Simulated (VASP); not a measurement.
Here is a VASP 6.6.1 calculation.

The input POSCAR:

```
V
1.0
    2.6010989985      0.0000000000      0.0000000000
   -1.3005494993      2.2526178105      0.0000000000
    0.0000000000      0.0000000000      4.6633048767
V
2
Direct
    0.3333333333      0.6666666667      0.2500000000
    0.6666666667      0.3333333333      0.7500000000
```

The input INCAR.step1:

```
SYSTEM = V
  PREC = Accurate
  ENCUT = 520
  ISMEAR = -1
  SIGMA = 0.1
  LREAL = .FALSE.
  LASPH = .TRUE.
  NELM = 150
  MAGMOM = 0 0 0 0 0 0
  LSORBIT = .TRUE.
  GGA_COMPAT = .FALSE.
  LMAXMIX = 4
  NBANDS = 38
  GGA = PE
  ALGO = Normal
  EDIFF = 1E-4
  LWAVE = .TRUE.
  LCHARG = .FALSE.
```

INCAR.step2

```
SYSTEM = V
  PREC = Accurate
  ENCUT = 520
  EDIFF = 1E-6
  ISMEAR = -1
  SIGMA = 0.1
  LREAL = .FALSE.
  LASPH = .TRUE.
  NELM = 150
  ALGO = Normal
  ISIF = 2
  LWAVE = .FALSE.
  LCHARG = .FALSE.
  MAGMOM = 0 0 0 0 0 0
  LORBIT = 11
  LSORBIT = .TRUE.
  GGA_COMPAT = .FALSE.
  LORBMOM = .TRUE.
  LMAXMIX = 4
  METAGGA = R2SCAN
  LMIXTAU = .TRUE.
  NBANDS = 38
  ISTART = 1
```

The input KPOINTS:

```
regular mesh
0
G
  14 14 7
  0 0 0
```

Potentials or basis: VASP PAW PBE potentials, release 64 (V_sv).

Command:

```console
$ cat potpaw_PBE.64/V_sv/POTCAR > POTCAR
$ cp INCAR.step1 INCAR
$ mpirun -np 1 vasp_ncl > vasp.out
$ cp INCAR.step2 INCAR
$ mpirun -np 1 vasp_ncl > vasp.out
```

(1) Estimate the pressure.

(2) What does it give for the net moment?

## Answers

(1) 0.7 GPa.

(2) 0.00 μB per cell.

Caveat: the PAW data sets were made with another functional, which shifts forces and pressure a little.
